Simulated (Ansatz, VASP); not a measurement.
**Sn: VASP beside Ansatz**

```
Sn
1.0
     0.00000    2.36901    2.36901
     2.36901    0.00000    2.36901
     2.36901    2.36901    0.00000
Sn
1
Direct
  0.00000 0.00000 0.00000
```

Alike in both runs: task single point; functional RPBE; k mesh 13 × 13 × 13; occupations fermi-dirac, width 0.1 eV; no spin polarisation.

|  | VASP | Ansatz |
| --- | --- | --- |
| version | VASP 6.6.1 | Ansatz 0.2.0 |
| potentials or method | VASP PAW PBE potentials, release 64 (Sn_d), cutoff 520 eV | plane waves (420 eV) with PAW, scalar-relativistic |
| valence electrons in the cell | 14 | 14 |

Ansatz gave:

| Item | Value |
| --- | --- |
| pressure (GPa) | 4.2 |

Q: Estimate VASP's values.

A: Pressure (GPa): 4.1.

VASP's potentials were made for PBE, not for RPBE. The functional is the same, so the differences come from potentials, cutoffs and numerics.
